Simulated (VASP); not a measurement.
Crystal: GaGe.

```xyz
2
Lattice="1.6322 0.9424 5.1990 -1.6322 0.9424 5.1990 0.0000 -1.8847 5.1990" Properties=species:S:1:pos:R:3 pbc="T T T"
Ga    0.0000    0.0000    0.0000
Ge    0.0000    0.0000    7.7984
```

```yaml
Program: VASP 6.6.1
Task: relaxation of cell and atoms
Functional: PBE
Potentials_or_basis: VASP PAW PBE potentials, release 64 (Ga_d, Ge_d)
Cutoff: 600 eV
k_mesh: 6 × 6 × 6
Occupations: gaussian, width 0.1 eV
Spin: no spin polarisation
```

At the start: pressure -6.7 GPa; volume 23.99 Å³/atom.

Question: How do energy, volume and symmetry change on relaxing?

Answer: Over 10 steps the energy falls by 111.5 meV/atom and the volume is 19.68 Å³/atom (-18.0 %); space group R-3m (No. 166, to 0.1 Å) before and after.

Step by step:
| step | energy change (eV) | largest force (eV/Å) | pressure (GPa) | volume (Å³) |
| --- | --- | --- | --- | --- |
| 1 | 0.0000 | 0.0000 | -6.68 | 47.98 |
| 2 | -0.1989 | 0.0000 | -2.26 | 41.36 |
| 3 | -0.2146 | 0.0000 | -0.21 | 39.50 |
| 4 | -0.2147 | 0.0000 | -0.02 | 39.25 |
| 5 | -0.2146 | 0.0000 | 0.23 | 39.09 |
| 6 | -0.2221 | 0.0000 | 0.42 | 38.89 |
| 7 | -0.2226 | 0.0000 | 0.38 | 38.82 |
| 8 | -0.2231 | 0.0000 | 0.37 | 39.12 |
| 9 | -0.2204 | 0.0000 | -1.03 | 40.02 |
| 10 | -0.2230 | 0.0000 | -0.28 | 39.35 |

Final structure:
```yaml
crystal:
  lattice:
    - [1.50894, 0.87118, 4.98932]
    - [-1.50894, 0.87118, 4.98932]
    - [0.00000, -1.74237, 4.98932]
  atoms:
    - { symbol: Ga, position: [0.00000, 0.00000, 0.00000] }
    - { symbol: Ge, position: [0.50000, 0.50000, 0.50000] }
```

Caveat: the k points lie up to 0.41 Å⁻¹ apart in the final cell, too coarse for converged energies and pressures of a metal; the volume moved by over 15 % at a fixed basis, so the end points are rough.
